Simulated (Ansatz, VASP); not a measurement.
## One calculation of Cu, two programs

```
Cu
1.0
     0.00000    1.81487    1.81487
     1.81487    0.00000    1.81487
     1.81487    1.81487    0.00000
Cu
1
Direct
  0.00000 0.00000 0.00000
```

Alike in both runs: task relaxation of cell and atoms; functional PBEsol; k mesh 20 × 20 × 20; occupations gaussian, width 0.1 eV; no spin polarisation.

|  | VASP | Ansatz |
| --- | --- | --- |
| version | VASP 6.6.1 | Ansatz 0.2.0 |
| potentials or method | VASP PAW PBE potentials, release 64 (Cu), cutoff 600 eV | scalar-relativistic, plane waves, PAW |
| valence electrons in the cell | 11 | 19 |

```csv
,VASP,Ansatz,Ansatz less VASP
"gap on the k mesh at the Fermi level, each at its own relaxed structure (eV)",none,none,-
relaxed volume (Å³/atom),11.36,11.31,-0.052
relaxed cell length with the largest relative difference (Å),2.524,2.520,-0.0039
```

VASP's potentials were made for PBE, not for PBEsol. A gap of «none» marks a metal or a gap that the smearing closes. VASP's potentials hold 11 valence electrons a cell and Ansatz's 19, so a difference there can come from the potentials and not from the codes.
